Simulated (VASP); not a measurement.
# MgO (P6_3/mmc) in VASP: a series of runs

Aim: see how the results for MgO move with the level of theory and the settings. Levels: LDA, r2SCAN. Tasks: relaxation of cell and atoms.

Everything below comes from runs of VASP 6.6.1. Logs are shortened: lines on timing, memory, paths and dates and some standing lists are left out, and cuts for length are marked.

## 1. The cell of the first run

Symmetry: P6_3/mmc, No. 194, hexagonal system. Conventional cell: a = 2.958 Å, b = 2.958 Å, c = 5.157 Å, α = 90.00°, β = 90.00°, γ = 120.00°. Within 2.8 Å of Mg (site symmetry -3m) lie 6 O at 2.14 Å and 2 Mg at 2.58 Å. O (site symmetry -6m2) has 6 Mg at 2.14 Å within 2.8 Å.

## 2. Relaxation of cell and atoms, LDA

INCAR reads:

```
SYSTEM = MgO
  PREC = Accurate
  ENCUT = 600
  EDIFF = 1E-6
  ISMEAR = -1
  SIGMA = 0.02
  LREAL = .FALSE.
  LASPH = .TRUE.
  NELM = 100
  ALGO = Normal
  ISIF = 3
  LWAVE = .FALSE.
  LCHARG = .FALSE.
  GGA = CA
  IBRION = 2
  NSW = 80
  EDIFFG = -0.005
```

KPOINTS reads:

```
Automatic mesh
0
G
  12 12 4
  0 0 0
```

POSCAR reads:

```
MgO
1.0
    2.9580674115      0.0000000000      0.0000000000
   -1.4790337058      2.5617615245      0.0000000000
    0.0000000000      0.0000000000      5.1566988608
Mg O
2 2
Direct
    0.0000000000      0.0000000000      0.0000000000
    0.0000000000      0.0000000000      0.5000000000
    0.3333333333      0.6666666667      0.2500000000
    0.6666666667      0.3333333333      0.7500000000
```

Potentials or basis: VASP PAW LDA potentials, release 64 (Mg, O).

On the command line:

```
$ cat potpaw_LDA.64/Mg/POTCAR potpaw_LDA.64/O/POTCAR > POTCAR
$ mpirun -np 1 vasp_std > vasp.out
```

OUTCAR:

```text
SYSTEM = MgO
   PREC = Accurate
   ENCUT = 600
   EDIFF = 1E-6
   ISMEAR = -1
   LREAL = .FALSE.
   LASPH = .TRUE.
   NELM = 100
   ISIF = 3
   GGA = CA
   IBRION = 2
   NSW = 80
   EDIFFG = -0.005

 ion  position               nearest neighbor table
   1  0.000  0.000  0.000-   3 2.14   4 2.14   4 2.14   3 2.14   4 2.14   3 2.14   2 2.58   2 2.58

   2  0.000  0.000  0.500-   3 2.14   4 2.14   4 2.14   3 2.14   4 2.14   3 2.14   1 2.58   1 2.58

   3  0.333  0.667  0.250-   1 2.14   2 2.14   1 2.14   2 2.14   1 2.14   2 2.14
   4  0.667  0.333  0.750-   1 2.14   2 2.14   1 2.14   2 2.14   1 2.14   2 2.14

  LATTYP: Found a hexagonal cell.
 ALAT       =     2.9580674115
 C/A-ratio  =     1.7432661746

  Lattice vectors:

 A1 = (   2.9580674115,   0.0000000000,   0.0000000000)
 A2 = (  -1.4790337058,   2.5617615245,   0.0000000000)
 A3 = (   0.0000000000,   0.0000000000,   5.1566988608)

Analysis of symmetry for initial positions (statically):
=====================================================================
 Subroutine PRICEL returns:
 Original cell was already a primitive cell.

 Routine SETGRP: Setting up the symmetry group for a
 hexagonal supercell.

 Subroutine GETGRP returns: Found 24 space group operations
 (whereof 12 operations were pure point group operations)
 out of a pool of 24 trial point group operations.

The static configuration has the point symmetry D_3d.
 The point group associated with its full space group is D_6h.

Analysis of symmetry for dynamics (positions and initial velocities):
=====================================================================
 Subroutine PRICEL returns:
 Original cell was already a primitive cell.

 Routine SETGRP: Setting up the symmetry group for a
 hexagonal supercell.

 Subroutine GETGRP returns: Found 24 space group operations
 (whereof 12 operations were pure point group operations)
 out of a pool of 24 trial point group operations.

The dynamic configuration has the point symmetry D_3d.
 The point group associated with its full space group is D_6h.

 Subroutine INISYM returns: Found 24 space group operations
 (whereof 12 operations are pure point group operations),
 and found     1 'primitive' translations

----------------------------------------------------------------------------------------

                                     Primitive cell

  volume of cell :      39.0768

  direct lattice vectors                    reciprocal lattice vectors
     2.958067412  0.000000000  0.000000000     0.338058557  0.195178199  0.000000000
    -1.479033706  2.561761525  0.000000000     0.000000000  0.390356398  0.000000000
     0.000000000  0.000000000  5.156698861     0.000000000  0.000000000  0.193922513

  length of vectors
     2.958067412  2.958067412  5.156698861     0.390356398  0.390356398  0.193922513

  position of ions in fractional coordinates (direct lattice)
     0.000000000  0.000000000  0.000000000
     0.000000000  0.000000000  0.500000000
     0.333333333  0.666666667  0.250000000
     0.666666667  0.333333333  0.750000000

  ion indices of the primitive-cell ions
   primitive index   ion index
                 1           1
                 2           2
                 3           3
                 4           4

----------------------------------------------------------------------------------------

 KPOINTS: Automatic mesh

Automatic generation of k-mesh.
 Grid dimensions read from file:
 generate k-points for:   12   12    4

 Generating k-lattice:

  Cartesian coordinates                     Fractional coordinates (reciprocal lattice)
     0.028171546  0.016264850  0.000000000     0.083333333  0.000000000  0.000000000
     0.000000000  0.032529700  0.000000000     0.000000000  0.083333333  0.000000000
     0.000000000  0.000000000  0.048480628     0.000000000  0.000000000  0.250000000

  Length of vectors
     0.032529700  0.032529700  0.048480628

  Shift w.r.t. Gamma in fractional coordinates (k-lattice)
     0.000000000  0.000000000  0.000000000

 Subroutine IBZKPT returns following result:
 ===========================================

 Found     57 irreducible k-points:

 Following reciprocal coordinates:
            Coordinates               Weight
  0.000000  0.000000  0.000000      1.000000
  0.083333 -0.000000  0.000000      6.000000
  0.166667 -0.000000  0.000000      6.000000
  0.250000  0.000000  0.000000      6.000000
  0.333333 -0.000000  0.000000      6.000000
  0.416667  0.000000  0.000000      6.000000
[... 16 lines left out ...]
  0.250000  0.000000  0.250000     12.000000
  0.333333 -0.000000  0.250000     12.000000
 [... further k-points ...]
   k-points           NKPTS =     57   k-points in BZ     NKDIM =     57   number of bands    NBANDS=     12
   number of dos      NEDOS =    301   number of ions     NIONS =      4
   total plane-waves  NPLWV =  24192
   dimension x,y,z NGX =    24 NGY =   24 NGZ =   42
   dimension x,y,z NGXF=    48 NGYF=   48 NGZF=   84
   ions per type =               2   2
   NGX,Y,Z   is equivalent  to a cutoff of  13.49, 13.49, 13.54 a.u.
   NGXF,Y,Z  is equivalent  to a cutoff of  26.98, 26.98, 27.08 a.u.
 SYSTEM =  MgO
   PREC   = accura    normal or accurate (medium, high low for compatibility)
   ISTART =      0    job   : 0-new  1-cont  2-samecut
   ICHARG =      2    charge: 1-file 2-atom 10-const
   ISPIN  =      1    spin polarized calculation?
   LNONCOLLINEAR =      F non collinear calculations
   LSORBIT =      F    spin-orbit coupling
   LASPH  =      T    aspherical Exc in radial PAW
   ENCUT  =  600.0 eV  44.10 Ry    6.64 a.u.   5.91  5.91 10.30*2*pi/ulx,y,z
   NELM   =    100;   NELMIN=  2; NELMDL= -5     # of ELM steps
   EDIFF  = 0.1E-05   stopping-criterion for ELM
   LREAL  =      F    real-space projection
   EDIFFG = -.5E-02   stopping-criterion for IOM
   NSW    =     80    number of steps for IOM
   IBRION =      2    ionic relax: 0-MD 1-quasi-New 2-CG
   NFREE  =      1    steps in history (QN), initial steepest desc. (CG)
   ISIF   =      3    stress and relaxation
   ISYM   =      2    0-nonsym 1-usesym 2-fastsym
   POTIM  = 0.5000    time-step for ionic-motion
   TEBEG  =    0.0;   TEEND  =   0.0 temperature during run
   PSTRESS=    0.0 pullay stress
   NELECT =      16.0000    total number of electrons
   NUPDOWN=      -1.0000    fix difference up-down
   EMIN   =  10.00;   EMAX   =-10.00  energy-range for DOS
   EFERMI =   0.00;   METHOD = LEGACY
   ISMEAR =    -1;   SIGMA  =   0.02  broadening in eV -4-tet -1-fermi 0-gaus
   EFERMI_NEDOS =   21; number of points for ismear=-14 and -15
   IALGO  =     38    algorithm
   IMIX   =      4    mixing-type and parameters
     AMIX     =   0.40;   BMIX     =  1.00
     AMIX_MAG =   1.60;   BMIX_MAG =  1.00
  volume/ion in A,a.u.               =       9.77        65.93
  Fermi-wavevector in a.u.,A,eV,Ry     =   1.215650  2.297246 20.106765  1.477806
  Thomas-Fermi vector in A             =   2.351030
   LORBIT       =      0    0 simple, 1 ext, 2 COOP (PROOUT), +10 PAW based schemes
   GGA     = CA    functional components
   LHFCALC =     F    Hartree Fock is set to
   AEXX    =    0.0000 exact exchange contribution
   IVDW    =     0    specifies the selected vdW correction
   LEPSILON=     F    determine dielectric tensor
   LRPA    =     F    only Hartree local field effects (RPA)
 conjugate gradient relaxation of ions
 non-spin polarized calculation
  energy-cutoff  :      600.00
  volume of cell :       39.08
 maximum number of plane-waves:      1325
 NGX is ok and might be reduce to    24
   NGX = 11   NGY = 11   NGZ = 21

--------------------------------------- Ionic step        1  -------------------------------------------

 number of electron      15.9999994 magnetization

 Free energy of the ion-electron system (eV)
  ---------------------------------------------------
  ext. energy  EPLUGINS =         0.00000000
  ---------------------------------------------------
  free energy    TOTEN  =       -26.16526741 eV

  energy without entropy =      -26.16526741  energy(sigma->0) =      -26.16526741

------------------------ aborting loop because EDIFF is reached ----------------------------------------

  FORCE on cell =-STRESS in cart. coord.  units (eV):
  Direction    XX          YY          ZZ          XY          YZ          ZX
  --------------------------------------------------------------------------------------
  -------------------------------------------------------------------------------------
  Total       -2.8088565     -2.8088565     -3.0593027      0.0000000     -0.0000000      0.0000000
  in kB     -115.1652866   -115.1652866   -125.4337763      0.0000000     -0.0000000      0.0000000
  external PRESSURE =    -118.5881165 kB  Pullay stress =       0.0000000 kB
[... 251 lines left out ...]
  energy  without entropy=      -26.2848292555  energy(sigma->0) =      -26.28482926

--------------------------------------- Ionic step        8  -------------------------------------------

 number of electron      15.9999999 magnetization

 Free energy of the ion-electron system (eV)
  ---------------------------------------------------
  ext. energy  EPLUGINS =         0.00000000
  ---------------------------------------------------
  free energy    TOTEN  =       -26.28483380 eV

  energy without entropy =      -26.28483380  energy(sigma->0) =      -26.28483380

 E-fermi :   3.7631     XC(G=0): -11.7543

 val. band max:        3.3397742248   @ k =   0.0000   0.0000   0.0000
 cond. band min:       8.1407724237   @ k =   0.0000   0.0000   0.0000
 fundamental gap:      4.8009981989
 Fermi energy:         3.7630719075

 k-point     1 :       0.0000    0.0000    0.0000
  band No.  band energies     occupation
      1     -14.0239      2.00000
      2     -12.7600      2.00000
      3      -1.9086      2.00000
      4       2.7667      2.00000
      5       2.7667      2.00000
      6       2.7994      2.00000
      7       3.3398      2.00000
      8       3.3398      2.00000
      9       8.1408      0.00000
     10      11.6235      0.00000
     11      15.3691      0.00000
     12      16.2231      0.00000
[... 331 lines left out ...]
 k-point    24 :       0.3333   -0.0000    0.2500
  band No.  band energies     occupation
      1     -12.9263      2.00000
      2     -12.4480      2.00000
      3      -0.7926      2.00000
      4      -0.2496      2.00000
      5       0.6571      2.00000
      6       2.1446      2.00000
      7       2.2676      2.00000
      8       2.6481      2.00000
      9      11.3882      0.00000
     10      13.4054      0.00000
     11      14.0253      0.00000
     12      15.3992      0.00000

 [... further k-points ...]

------------------------ aborting loop because EDIFF is reached ----------------------------------------

  FORCE on cell =-STRESS in cart. coord.  units (eV):
  Direction    XX          YY          ZZ          XY          YZ          ZX
  --------------------------------------------------------------------------------------
  -------------------------------------------------------------------------------------
  Total       -0.0018963     -0.0018963     -0.0008456      0.0000000      0.0000000      0.0000000
  in kB       -0.0842627     -0.0842627     -0.0375737      0.0000000      0.0000000      0.0000000
  external PRESSURE =      -0.0686997 kB  Pullay stress =       0.0000000 kB
[... 19 lines left out ...]
  FREE ENERGIE OF THE ION-ELECTRON SYSTEM (eV)
  ---------------------------------------------------
  free  energy   TOTEN  =       -26.2848337962 eV

  energy  without entropy=      -26.2848337962  energy(sigma->0) =      -26.28483380

 reached required accuracy - stopping structural energy minimisation
```

Wall time 2.1 min (1 thread of Intel Xeon 8259CL, shared host); peak memory 0.17 GiB.

Results:

```
Free energy                           : -26.2848 eV
Relaxed volume                        : 9.01 Å³/atom
Relaxed cell                          : a = 2.880 Å, b = 2.880 Å, c = 5.021 Å, α = 90.00°, β = 90.00°, γ = 120.00°
Space group after relaxing (to 0.1 Å) : P6_3/mmc (No. 194)
Energy gained by relaxing             : 29.9 meV/atom
Ionic steps                           : 8
Pressure after relaxing               : 0.0 GPa
Band gap on the k mesh                : 4.80 eV
```

The path:
```tsv
step	energy change (eV)	largest force (eV/Å)	pressure (GPa)	volume (Å³)
1	0.0000	0.0000	-11.86	39.08
2	-0.1053	0.0000	4.84	35.13
3	-0.1193	0.0000	-0.02	36.07
4	-0.1193	0.0000	-0.30	36.12
5	-0.1195	0.0000	-0.25	36.11
6	-0.1195	0.0000	-0.27	36.11
7	-0.1196	0.0000	0.08	36.04
8	-0.1196	0.0000	-0.01	36.06
```

Final structure:
```xyz
4
Lattice="2.8796 0.0000 0.0000 -1.4398 2.4938 0.0000 0.0000 0.0000 5.0208" Properties=species:S:1:pos:R:3 pbc="T T T"
Mg    0.0000    0.0000    0.0000
Mg    0.0000    0.0000    2.5104
O     0.0000    1.6626    1.2552
O     1.4398    0.8313    3.7656
```

A k mesh can miss the band edges.

(Continued in part 2 of 2.)
